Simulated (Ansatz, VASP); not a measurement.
## One calculation of NbH, two programs

The input INCAR:

```
SYSTEM = NbH
ALGO = Normal ; EDIFF = 1E-6
ENCUT = 500 ; GGA = PS
GGA_COMPAT = .FALSE. ; ISIF = 2
ISMEAR = 1 ; LASPH = .TRUE.
LCHARG = .FALSE. ; LREAL = .FALSE.
LWAVE = .FALSE. ; NBANDS = 14
NELM = 120 ; PREC = Accurate
SIGMA = 0.1
```

File KPOINTS:

```
k-points
0
G
  10 10 10
  0 0 0
```

File POSCAR:

```
NbH
1.0
   -1.6069640000      1.6069640000      1.9843010000
    1.6069640000     -1.6069640000      1.9843010000
    1.6069640000      1.6069640000     -1.9843010000
Nb H
1 1
Direct
    0.0000000000      0.0000000000      0.0000000000
    0.5000000000      0.5000000000      0.0000000000
```

Input for Ansatz:

```yaml
crystal:
  lattice:
    - [-1.606964, 1.606964, 1.984301]
    - [1.606964, -1.606964, 1.984301]
    - [1.606964, 1.606964, -1.984301]
  atoms:
    - { symbol: Nb, position: [0.0, 0.0, 0.0] }
    - { symbol: H, position: [0.5, 0.5, 0.0] }
basis:
  ecutwfc: 450.0
kpoints:
  mp_grid:
    grid: [10, 10, 10]
hamiltonian:
  xc: pbesol
scf:
  occupations:
    method: cold
output:
  stress: true
```

Alike in both runs: task single point; functional PBEsol; k mesh 10 × 10 × 10; no spin polarisation.

|  | VASP | Ansatz |
| --- | --- | --- |
| version | VASP 6.6.1 | Ansatz 0.2.0 |
| potentials or method | VASP PAW PBE potentials, release 64 (Nb_sv, H), cutoff 500 eV | plane waves, PAW |
| occupations | methfessel-paxton of order 1, width 0.1 eV | cold |
| valence electrons in the cell | 14 | 14 |

Ansatz gave:

```
pressure (GPa)                                                : -7.9
traceless stress, the component that is largest in VASP (GPa) : -0.06
```

Question: Which values does VASP return?

Answer: Pressure (GPa): -8.3; traceless stress, the component that is largest in VASP (GPa): 0.12.

VASP's potentials were made for PBE, not for PBEsol.
